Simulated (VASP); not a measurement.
Runs of VASP 6.6.1 on V. The structure is that of space group Im-3m (No. 229), or close to it. The cells are those of the table. 

| spin | cell | k mesh | gap on the mesh (eV) | pressure (GPa) | moment (μB) |
| --- | --- | --- | --- | --- | --- |
| off | a = 2.557 Å, angles 109.5°, 1 atom | 20 × 20 × 20 | none | (b) | - |
| collinear, ferromagnetic start | a = 2.623 Å, angles 109.5°, 1 atom | 8 × 8 × 8 | none | (a) | 0.00 |
| collinear, ferromagnetic start | a = 2.587 Å, angles 109.5°, 1 atom | 10 × 10 × 10 | none | 0.6 | 0.00 |
| off | a = 2.583 Å, angles 109.5°, 1 atom | 20 × 20 × 20 | none | 0.7 | - |
| off | a = 2.530 Å, angles 109.5°, 1 atom | 20 × 20 × 20 | none | 14.4 | - |
| off | a = 2.608 Å, angles 109.5°, 1 atom | 20 × 20 × 20 | none | -4.8 | - |
| off | a = 2.633 Å, angles 109.5°, 1 atom | 20 × 20 × 20 | none | -9.6 | - |

Alike in all rows: task single point; level r2SCAN; potentials or basis VASP PAW PBE potentials, release 64 (V_sv); cutoff (eV) 520; smearing gaussian 0.1 eV.

Estimate the missing entries.

(a) -8.6; (b) 7.1.

Caveats: some runs use coarse meshes; the PAW data sets were made with another functional, which shifts forces and pressure a little.

A gap of «none» marks levels without a gap at the run's occupations.
